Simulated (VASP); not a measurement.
Here is a VASP 6.6.1 calculation.

File INCAR:

```
SYSTEM = SbMo
PREC = Accurate
ENCUT = 520
EDIFF = 1E-6
ISMEAR = 0
SIGMA = 0.05
LREAL = .False.
LASPH = .True.
NELM = 80
ALGO = Normal
ISIF = 2
LWAVE = .False.
LCHARG = .False.
GGA = PE
NBANDS = 16
```

The input KPOINTS:

```
regular mesh
0
Gamma
  10 10 10
  0 0 0
```

File POSCAR:

```
SbMo
1.0
    0.0000000000      3.1324819373      3.1324819373
    3.1324819373      0.0000000000      3.1324819373
    3.1324819373      3.1324819373      0.0000000000
Mo Sb
1 1
Direct
    0.0000000000      0.0000000000      0.0000000000
    0.2500000000      0.2500000000      0.2500000000
```

Potentials or basis: VASP PAW PBE potentials, release 64 (Mo_sv, Sb).

Run with:

```sh
$ cat potpaw_PBE.64/Mo_sv/POTCAR potpaw_PBE.64/Sb/POTCAR > POTCAR
$ mpirun -np 1 vasp_std > vasp.out
```

**Question.** What does it give for the pressure?

**Answer.** -4.6 GPa.
